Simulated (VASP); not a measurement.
Runs of VASP 6.6.1 on InO. The structure is that of space group P-6m2 (No. 187), or close to it. The cells are those of the table. 

| cell | gap on the mesh (eV) | largest force (eV/Å) |
| --- | --- | --- |
| a = 3.454, b = 3.454, c = 15.480 Å, angles 90.0, 90.0, 120.0°, 4 atoms | 0.44 | 0.21 |
| a = 3.540, b = 3.540, c = 16.274 Å, angles 90.0, 90.0, 120.0°, 4 atoms | 0.29 | 0.54 |
| a = 3.367, b = 3.367, c = 16.671 Å, angles 90.0, 90.0, 120.0°, 4 atoms | 0.12 | 0.68 |
| a = 3.454, b = 3.454, c = 15.083 Å, angles 90.0, 90.0, 120.0°, 4 atoms | 0.52 | 0.49 |
| a = 3.540, b = 3.540, c = 15.083 Å, angles 90.0, 90.0, 120.0°, 4 atoms | 0.44 | 0.90 |
| a = 3.540, b = 3.540, c = 16.671 Å, angles 90.0, 90.0, 120.0°, 4 atoms | 0.22 | 0.68 |
| a = 3.626, b = 3.626, c = 16.671 Å, angles 90.0, 90.0, 120.0°, 4 atoms | (d) | (c) |
| a = 3.367, b = 3.367, c = 16.274 Å, angles 90.0, 90.0, 120.0°, 4 atoms | 0.23 | 0.62 |
| a = 3.626, b = 3.626, c = 16.274 Å, angles 90.0, 90.0, 120.0°, 4 atoms | 0.30 | 0.82 |
| a = 3.367, b = 3.367, c = 15.877 Å, angles 90.0, 90.0, 120.0°, 4 atoms | 0.34 | (a) |
| a = 3.626, b = 3.626, c = 15.877 Å, angles 90.0, 90.0, 120.0°, 4 atoms | 0.30 | (b) |

Alike in all rows: task single point; level PBE; potentials or basis VASP PAW PBE potentials, release 64 (In_d, O); no spin polarisation; k mesh 12 × 12 × 2; cutoff (eV) 520; smearing gaussian 0.03 eV.

Problem. Fill in the values left out.

Solution. (a) 0.50; (b) 0.70; (c) 0.94; (d) 0.25.

Caveats: spin-orbit coupling is left out, which moves the levels of the heavy elements.

A k mesh can miss the band edges, and the runs leave out spin-orbit coupling on In.
